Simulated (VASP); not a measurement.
# FeO (Wuestite) (Fm-3m) in VASP: further runs

Runs on FeO (Wuestite). Level: PBE. Tasks: single point.

Everything below comes from runs of VASP 6.6.1. Logs are shortened: lines on timing, memory, paths and dates and some standing lists are left out, and cuts for length are marked.

**1. The cell of the first run**

The structure is cubic, space group Fm-3m (No. 225). The conventional cell has a = 4.311 Å, b = 4.311 Å, c = 4.311 Å, α = 90.00°, β = 90.00°, γ = 90.00°. Within 2.9 Å of Fe (site symmetry m-3m) lie 6 O at 2.16 Å. O (site symmetry m-3m) has 6 Fe at 2.16 Å within 2.9 Å.

**2. Single point, PBE, collinear spin, zero start**

INCAR reads:

```
SYSTEM = FeO
  PREC = Accurate
  ENCUT = 520
  EDIFF = 1E-6
  ISMEAR = -1
  SIGMA = 0.05
  LREAL = .False.
  LASPH = .True.
  NELM = 150
  ALGO = Normal
  ISIF = 2
  LWAVE = .False.
  LCHARG = .False.
  ISPIN = 2
  MAGMOM = 0 0
  LORBIT = 11
  NUPDOWN = 0.0
  LMAXMIX = 4
  GGA = PE
  NBANDS = 18
```

KPOINTS reads:

```
regular mesh
0
Gamma
  9 9 9
  0 0 0
```

POSCAR reads:

```
FeO
1.0
    0.0000000000      2.1554000000      2.1554000000
    2.1554000000      0.0000000000      2.1554000000
    2.1554000000      2.1554000000      0.0000000000
Fe O
1 1
Direct
    0.0000000000      0.0000000000      0.0000000000
    0.5000000000      0.5000000000      0.5000000000
```

Potentials or basis: VASP PAW PBE potentials, release 64 (Fe, O).

The run is started by

```console
> cat potpaw_PBE.64/Fe/POTCAR potpaw_PBE.64/O/POTCAR > POTCAR
> mpirun -np 1 vasp_std > vasp.out
```

OUTCAR:

```text
SYSTEM = FeO
   PREC = Accurate
   ENCUT = 520
   EDIFF = 1E-6
   ISMEAR = -1
   LREAL = .False.
   LASPH = .True.
   NELM = 150
   ISIF = 2
   ISPIN = 2
   LORBIT = 11
   NUPDOWN = 0.0
   GGA = PE

 ion  position               nearest neighbor table
   1  0.000  0.000  0.000-   2 2.16   2 2.16   2 2.16   2 2.16   2 2.16   2 2.16
   2  0.500  0.500  0.500-   1 2.16   1 2.16   1 2.16   1 2.16   1 2.16   1 2.16

  LATTYP: Found a face centered cubic cell.
 ALAT       =     4.3108000000

  Lattice vectors:

 A1 = (   0.0000000000,   2.1554000000,   2.1554000000)
 A2 = (   2.1554000000,   0.0000000000,   2.1554000000)
 A3 = (   2.1554000000,   2.1554000000,   0.0000000000)

Analysis of symmetry for initial positions (statically):
=====================================================================
 Subroutine PRICEL returns:
 Original cell was already a primitive cell.

 Routine SETGRP: Setting up the symmetry group for a
 face centered cubic supercell.

 Subroutine GETGRP returns: Found 48 space group operations
 (whereof 48 operations were pure point group operations)
 out of a pool of 48 trial point group operations.

The static configuration has the point symmetry O_h .

Analysis of symmetry for dynamics (positions and initial velocities):
=====================================================================
 Subroutine PRICEL returns:
 Original cell was already a primitive cell.

 Routine SETGRP: Setting up the symmetry group for a
 face centered cubic supercell.

 Subroutine GETGRP returns: Found 48 space group operations
 (whereof 48 operations were pure point group operations)
 out of a pool of 48 trial point group operations.

The dynamic configuration has the point symmetry O_h .

Analysis of structural, dynamic, and magnetic symmetry:
=====================================================================
 Subroutine PRICEL returns:
 Original cell was already a primitive cell.

 Routine SETGRP: Setting up the symmetry group for a
 face centered cubic supercell.

 Subroutine GETGRP returns: Found 48 space group operations
 (whereof 48 operations were pure point group operations)
 out of a pool of 48 trial point group operations.

The overall configuration has the point symmetry O_h .

 Subroutine INISYM returns: Found 48 space group operations
 (whereof 48 operations are pure point group operations),
 and found     1 'primitive' translations

----------------------------------------------------------------------------------------

                                     Primitive cell

  volume of cell :      20.0269

  direct lattice vectors                    reciprocal lattice vectors
     0.000000000  2.155400000  2.155400000    -0.231975503  0.231975503  0.231975503
     2.155400000  0.000000000  2.155400000     0.231975503 -0.231975503  0.231975503
     2.155400000  2.155400000  0.000000000     0.231975503  0.231975503 -0.231975503

  length of vectors
     3.048195912  3.048195912  3.048195912     0.401793358  0.401793358  0.401793358

  position of ions in fractional coordinates (direct lattice)
     0.000000000  0.000000000  0.000000000
     0.500000000  0.500000000  0.500000000

  ion indices of the primitive-cell ions
   primitive index   ion index
                 1           1
                 2           2

----------------------------------------------------------------------------------------

 KPOINTS: regular mesh

Automatic generation of k-mesh.
 Grid dimensions read from file:
 generate k-points for:    9    9    9

 Generating k-lattice:

  Cartesian coordinates                     Fractional coordinates (reciprocal lattice)
    -0.025775056  0.025775056  0.025775056     0.111111111  0.000000000  0.000000000
     0.025775056 -0.025775056  0.025775056     0.000000000  0.111111111  0.000000000
     0.025775056  0.025775056 -0.025775056     0.000000000  0.000000000  0.111111111

  Length of vectors
     0.044643706  0.044643706  0.044643706

  Shift w.r.t. Gamma in fractional coordinates (k-lattice)
     0.000000000  0.000000000  0.000000000

 Subroutine IBZKPT returns following result:
 ===========================================

 Found     35 irreducible k-points:

 Following reciprocal coordinates:
            Coordinates               Weight
  0.000000  0.000000  0.000000      1.000000
  0.111111  0.000000  0.000000      8.000000
  0.222222  0.000000  0.000000      8.000000
  0.333333  0.000000  0.000000      8.000000
  0.444444  0.000000  0.000000      8.000000
  0.111111  0.111111  0.000000      6.000000
[... 16 lines left out ...]
 -0.333333  0.333333  0.000000     12.000000
  0.444444  0.444444  0.000000      6.000000
 [... further k-points ...]
   k-points           NKPTS =     35   k-points in BZ     NKDIM =     35   number of bands    NBANDS=     18
   number of dos      NEDOS =    301   number of ions     NIONS =      2
   total plane-waves  NPLWV =  13824
   dimension x,y,z NGX =    24 NGY =   24 NGZ =   24
   dimension x,y,z NGXF=    48 NGYF=   48 NGZF=   48
   ions per type =               1   1
   NGX,Y,Z   is equivalent  to a cutoff of  13.09, 13.09, 13.09 a.u.
   NGXF,Y,Z  is equivalent  to a cutoff of  26.18, 26.18, 26.18 a.u.
 SYSTEM =  FeO
   PREC   = accura    normal or accurate (medium, high low for compatibility)
   ISTART =      0    job   : 0-new  1-cont  2-samecut
   ICHARG =      2    charge: 1-file 2-atom 10-const
   ISPIN  =      2    spin polarized calculation?
   LNONCOLLINEAR =      F non collinear calculations
   LSORBIT =      F    spin-orbit coupling
   LASPH  =      T    aspherical Exc in radial PAW
   ENCUT  =  520.0 eV  38.22 Ry    6.18 a.u.   5.67  5.67  5.67*2*pi/ulx,y,z
   NELM   =    150;   NELMIN=  2; NELMDL= -5     # of ELM steps
   EDIFF  = 0.1E-05   stopping-criterion for ELM
   LREAL  =      F    real-space projection
   EDIFFG = 0.1E-04   stopping-criterion for IOM
   NSW    =      0    number of steps for IOM
   IBRION =     -1    ionic relax: 0-MD 1-quasi-New 2-CG
   NFREE  =      0    steps in history (QN), initial steepest desc. (CG)
   ISIF   =      2    stress and relaxation
   ISYM   =      2    0-nonsym 1-usesym 2-fastsym
   POTIM  = 0.5000    time-step for ionic-motion
   TEBEG  =    0.0;   TEEND  =   0.0 temperature during run
   PSTRESS=    0.0 pullay stress
   NELECT =      14.0000    total number of electrons
   NUPDOWN=       0.0000    fix difference up-down
   EMIN   =  10.00;   EMAX   =-10.00  energy-range for DOS
   EFERMI =   0.00;   METHOD = LEGACY
   ISMEAR =    -1;   SIGMA  =   0.05  broadening in eV -4-tet -1-fermi 0-gaus
   EFERMI_NEDOS =   21; number of points for ismear=-14 and -15
   IALGO  =     38    algorithm
   IMIX   =      4    mixing-type and parameters
     AMIX     =   0.40;   BMIX     =  1.00
     AMIX_MAG =   1.60;   BMIX_MAG =  1.00
  volume/ion in A,a.u.               =      10.01        67.57
  Fermi-wavevector in a.u.,A,eV,Ry     =   1.452935  2.745650 28.722187  2.111021
  Thomas-Fermi vector in A             =   2.570260
   LORBIT       =     11    0 simple, 1 ext, 2 COOP (PROOUT), +10 PAW based schemes
   GGA     = PE    functional components
   LHFCALC =     F    Hartree Fock is set to
   AEXX    =    0.0000 exact exchange contribution
   IVDW    =     0    specifies the selected vdW correction
   LEPSILON=     F    determine dielectric tensor
   LRPA    =     F    only Hartree local field effects (RPA)
 spin polarized calculation
  energy-cutoff  :      520.00
  volume of cell :       20.03
 maximum number of plane-waves:       556
   NGX = 11   NGY = 11   NGZ = 11

 number of electron      13.9999999 magnetization      -0.0000000

 number of electron      13.9999999 magnetization       0.0000000

 Free energy of the ion-electron system (eV)
  ---------------------------------------------------
  ext. energy  EPLUGINS =         0.00000000
  ---------------------------------------------------
  free energy    TOTEN  =       -13.55175007 eV

  energy without entropy =      -13.49073572  energy(sigma->0) =      -13.52124289

 E-fermi :   5.4968     XC(G=0): -12.2198

 val. band max:        5.4947156442   @ k =  -0.4444   0.4444   0.1111
 cond. band min:       5.5056163838   @ k =   0.4444   0.3333   0.0000
 fundamental gap:      0.0109007395
 Fermi energy:         5.4967396808

 spin component 1

 k-point     1 :       0.0000    0.0000    0.0000
  band No.  band energies     occupation
      1     -14.9393      1.00000
      2       1.8938      1.00000
      3       1.8938      1.00000
      4       1.8938      1.00000
      5       4.2254      1.00000
      6       4.2256      1.00000
[... 10 lines left out ...]
     17      27.6306      0.00000
     18      30.4486      0.00000
[... 463 lines left out ...]
 k-point    24 :       0.4444    0.4444    0.0000
  band No.  band energies     occupation
      1     -13.8846      1.00000
      2      -1.4119      1.00000
      3       0.8373      1.00000
      4       0.8373      1.00000
      5       3.0996      1.00000
      6       5.1583      0.99885
[... 10 lines left out ...]
     17      35.9831      0.00000
     18      35.9831      0.00000

 [... further k-points ...]

 spin component 2

 k-point     1 :       0.0000    0.0000    0.0000
  band No.  band energies     occupation
      1     -14.9392      1.00000
      2       1.8938      1.00000
      3       1.8938      1.00000
      4       1.8938      1.00000
      5       4.2255      1.00000
      6       4.2257      1.00000
[... 10 lines left out ...]
     17      27.6306      0.00000
     18      30.4486      0.00000
[... 463 lines left out ...]
 k-point    24 :       0.4444    0.4444    0.0000
  band No.  band energies     occupation
      1     -13.8846      1.00000
      2      -1.4119      1.00000
      3       0.8373      1.00000
      4       0.8373      1.00000
      5       3.0997      1.00000
      6       5.1580      0.99886
[... 10 lines left out ...]
     17      35.9831      0.00000
     18      35.9831      0.00000

 [... further k-points ...]
[... 5 lines left out ...]
  --------------------------------------------------------------------------------------
  -------------------------------------------------------------------------------------
  Total       -3.1848386     -3.1848386     -3.1848386      0.0000000     -0.0000000     -0.0000000
  in kB     -254.7911732   -254.7911732   -254.7911732      0.0000000     -0.0000000     -0.0000000
  external PRESSURE =    -254.7911732 kB  Pullay stress =       0.0000000 kB

 VOLUME and BASIS-vectors are now :
 -----------------------------------------------------------------------------
  energy-cutoff  :      520.00
  volume of cell :       20.03
      direct lattice vectors                 reciprocal lattice vectors
     0.000000000  2.155400000  2.155400000    -0.231975503  0.231975503  0.231975503
     2.155400000  0.000000000  2.155400000     0.231975503 -0.231975503  0.231975503
     2.155400000  2.155400000  0.000000000     0.231975503  0.231975503 -0.231975503

 POSITION                                       TOTAL-FORCE (eV/Angst)
 -----------------------------------------------------------------------------------
      0.00000      0.00000      0.00000         0.000000      0.000000      0.000000
      2.15540      2.15540      2.15540        -0.000000     -0.000000     -0.000000
 -----------------------------------------------------------------------------------
    total drift:                                0.000000     -0.000000     -0.000000

  FREE ENERGIE OF THE ION-ELECTRON SYSTEM (eV)
  ---------------------------------------------------
  free  energy   TOTEN  =       -13.5517500661 eV

  energy  without entropy=      -13.4907357213  energy(sigma->0) =      -13.52124289

 total charge

# of ion       s       p       d       tot
------------------------------------------
    1        0.256   0.317   6.286   6.859
    2        1.550   3.372   0.000   4.922
--------------------------------------------------
tot          1.806   3.689   6.286  11.781

 magnetization (x)

# of ion       s       p       d       tot
------------------------------------------
    1       -0.000  -0.000  -0.000  -0.000
    2       -0.000   0.000   0.000   0.000
--------------------------------------------------
tot         -0.000   0.000  -0.000   0.000
```

It took 39 s on 1 thread of Intel Xeon 8259CL, shared host; peak memory 0.16 GiB.

What came out:

```
Free energy                                           : -13.5518 eV
Pressure                                              : -25.5 GPa
Net moment                                            : 0.00 μB per cell
Valence electrons inside the program's atomic spheres : Fe 6.86; O 4.92
```

Caveat: the total moment is fixed, so each spin has its own Fermi level.

**3. Single point, PBE, collinear spin, ferromagnetic start**

INCAR reads:

```
ALGO = Normal
EDIFF = 1E-6
ENCUT = 520
GGA = PE
ISIF = 2
ISMEAR = -1
ISPIN = 2
LASPH = True
LCHARG = False
LMAXMIX = 4
LORBIT = 11
LREAL = False
LWAVE = False
MAGMOM = 0.8 0
NBANDS = 18
NELM = 150
NUPDOWN = 0.8
PREC = Accurate
SIGMA = 0.05
```

KPOINTS reads:

```
k-points
0
Gamma
  9 9 9
```

POSCAR is that of step 2.

Potentials or basis: VASP PAW PBE potentials, release 64 (Fe, O).

The run is started by

```console
> cat potpaw_PBE.64/Fe/POTCAR potpaw_PBE.64/O/POTCAR > POTCAR
> mpirun -np 1 vasp_std > vasp.out
```

It took 43 s on 1 thread of Intel Xeon 8259CL, shared host; peak memory 0.16 GiB.

It converged, with:

| Quantity | Value |
| --- | --- |
| Free energy | -13.6815 eV |
| Pressure | -22.8 GPa |
| Net moment | 0.80 μB per cell |
| Site moments | Fe +0.78; O +0.02 μB |
| Valence electrons inside the program's atomic spheres | Fe 6.85; O 4.92 |

Caveat: the total moment is fixed, so each spin has its own Fermi level; a cell with one magnetic atom can't hold antiferromagnetic order, which such compounds often take.

**4. Single point, PBE, collinear spin, ferromagnetic start**

INCAR reads:

```
PREC = Accurate
ENCUT = 520
EDIFF = 1E-6
ISMEAR = -1
SIGMA = 0.05
LREAL = F
LASPH = T
NELM = 150
ALGO = Normal
ISIF = 2
LWAVE = F
LCHARG = F
ISPIN = 2
MAGMOM = 1.5 0
LORBIT = 11
NUPDOWN = 1.5
LMAXMIX = 4
GGA = PE
NBANDS = 18
```

KPOINTS reads:

```
regular mesh
0
Gamma
  9 9 9
```

POSCAR is that of step 3.

The run is started by

```console
> cat potpaw_PBE.64/Fe/POTCAR potpaw_PBE.64/O/POTCAR > POTCAR
> mpirun -np 1 vasp_std > vasp.out
```

It took 47 s on 1 thread of Intel Xeon 8259CL, shared host; peak memory 0.16 GiB.

It converged, with:

| Property | Result |
| --- | --- |
| Free energy | -13.8988 eV |
| Pressure | -21.4 GPa |
| Net moment | 1.50 μB per cell |
| Site moments | Fe +1.52; O -0.03 μB |
| Valence electrons inside the program's atomic spheres | Fe 6.85; O 4.93 |

Caveat: the total moment is fixed, so each spin has its own Fermi level; a cell with one magnetic atom can't hold antiferromagnetic order, which such compounds often take.

**5. Single point, PBE, collinear spin, ferromagnetic start**

INCAR reads:

```
PREC = Accurate
ENCUT = 520
EDIFF = 1E-7
ISMEAR = -1
SIGMA = 0.05
LREAL = False
LASPH = True
NELM = 150
ALGO = Normal
ISIF = 2
LWAVE = False
LCHARG = True
ISPIN = 2
MAGMOM = 2.2 0
LORBIT = 11
NUPDOWN = 2.2
LMAXMIX = 4
GGA = PE
LELF = True
LVHAR = True
NBANDS = 18
```

KPOINTS reads:

```
Automatic mesh
0
Gamma
  9 9 9
```

POSCAR is that of step 4.

The run is started by

```console
> cat potpaw_PBE.64/Fe/POTCAR potpaw_PBE.64/O/POTCAR > POTCAR
> mpirun -np 1 vasp_std > vasp.out
```

It took 45 s on 1 thread of Intel Xeon 8259CL, shared host; peak memory 0.16 GiB.

The run converged. Its results:

```
Free energy                                           : -14.2228 eV
Pressure                                              : -17.2 GPa
Net moment                                            : 2.20 μB per cell
Site moments                                          : Fe +2.18; O -0.01 μB
Valence electrons inside the program's atomic spheres : Fe 6.83; O 4.94
```

Caveat: the total moment is fixed, so each spin has its own Fermi level; a cell with one magnetic atom can't hold antiferromagnetic order, which such compounds often take.

**6. Single point, PBE, collinear spin, ferromagnetic start**

INCAR reads:

```
SYSTEM = FeO
PREC = Accurate
ENCUT = 520
EDIFF = 1E-7
ISMEAR = -1
SIGMA = 0.05
LREAL = .False.
LASPH = .True.
NELM = 150
ALGO = Normal
ISIF = 2
LWAVE = .False.
LCHARG = .True.
ISPIN = 2
MAGMOM = 3 0
LORBIT = 11
NUPDOWN = 3.0
LMAXMIX = 4
GGA = PE
LELF = .True.
LVHAR = .True.
NBANDS = 18
```

KPOINTS reads:

```
regular mesh
0
Gamma
  9 9 9
  0 0 0
```

POSCAR is that of step 5.

Potentials or basis: VASP PAW PBE potentials, release 64 (Fe, O).

The run is started by

```console
> cat potpaw_PBE.64/Fe/POTCAR potpaw_PBE.64/O/POTCAR > POTCAR
> mpirun -np 1 vasp_std > vasp.out
```

OUTCAR:

```text
SYSTEM = FeO
   PREC = Accurate
   ENCUT = 520
   EDIFF = 1E-7
   ISMEAR = -1
   LREAL = .False.
   LASPH = .True.
   NELM = 150
   ISIF = 2
   ISPIN = 2
   LORBIT = 11
   NUPDOWN = 3.0
   GGA = PE

 ion  position               nearest neighbor table
   1  0.000  0.000  0.000-   2 2.16   2 2.16   2 2.16   2 2.16   2 2.16   2 2.16
   2  0.500  0.500  0.500-   1 2.16   1 2.16   1 2.16   1 2.16   1 2.16   1 2.16

  LATTYP: Found a face centered cubic cell.
 ALAT       =     4.3108000000

  Lattice vectors:

 A1 = (   0.0000000000,   2.1554000000,   2.1554000000)
[... 1221 lines left out ...]
  external PRESSURE =    -107.3686194 kB  Pullay stress =       0.0000000 kB

 VOLUME and BASIS-vectors are now :
 -----------------------------------------------------------------------------
  energy-cutoff  :      520.00
  volume of cell :       20.03
      direct lattice vectors                 reciprocal lattice vectors
     0.000000000  2.155400000  2.155400000    -0.231975503  0.231975503  0.231975503
     2.155400000  0.000000000  2.155400000     0.231975503 -0.231975503  0.231975503
     2.155400000  2.155400000  0.000000000     0.231975503  0.231975503 -0.231975503

 POSITION                                       TOTAL-FORCE (eV/Angst)
 -----------------------------------------------------------------------------------
      0.00000      0.00000      0.00000        -0.000000     -0.000000     -0.000000
      2.15540      2.15540      2.15540         0.000000      0.000000      0.000000
 -----------------------------------------------------------------------------------
    total drift:                                0.000000     -0.000000      0.000000

  FREE ENERGIE OF THE ION-ELECTRON SYSTEM (eV)
  ---------------------------------------------------
  free  energy   TOTEN  =       -14.6072587579 eV

  energy  without entropy=      -14.5823651367  energy(sigma->0) =      -14.59481195

 total charge

# of ion       s       p       d       tot
------------------------------------------
    1        0.277   0.341   6.175   6.793
    2        1.562   3.393   0.000   4.955
--------------------------------------------------
tot          1.839   3.734   6.175  11.748

 magnetization (x)

# of ion       s       p       d       tot
------------------------------------------
    1        0.026   0.018   2.832   2.876
    2        0.024   0.055   0.000   0.079
--------------------------------------------------
tot          0.050   0.072   2.832   2.955
```

Run time: 46 s. Hardware: 1 thread of Intel Xeon 8259CL, shared host; peak memory 0.16 GiB.

Results:

```
Free energy                                           : -14.6073 eV
Pressure                                              : -10.7 GPa
Net moment                                            : 3.00 μB per cell
Site moments                                          : Fe +2.88; O +0.08 μB
Valence electrons inside the program's atomic spheres : Fe 6.79; O 4.96
```

Caveat: the total moment is fixed, so each spin has its own Fermi level; a cell with one magnetic atom can't hold antiferromagnetic order, which such compounds often take.

**7. The runs side by side**

```csv
spin,fixed moment (μB),pressure (GPa),moment (μB)
"collinear, zero start",0.0,-25.5,0.00
"collinear, ferromagnetic start",0.8,-22.8,0.80
"collinear, ferromagnetic start",1.5,-21.4,1.50
"collinear, ferromagnetic start",2.2,-17.2,2.20
"collinear, ferromagnetic start",3.0,-10.7,3.00
```

Alike in all rows: task single point; level PBE; potentials or basis VASP PAW PBE potentials, release 64 (Fe, O); cell as given; k mesh 9 × 9 × 9; cutoff (eV) 520; smearing fermi-dirac 0.05 eV.

Caveats: the total moment is fixed, so each spin has its own Fermi level; a cell with one magnetic atom can't hold antiferromagnetic order, which such compounds often take (some runs).

Absolute energies hang on the potentials; compare differences alone.
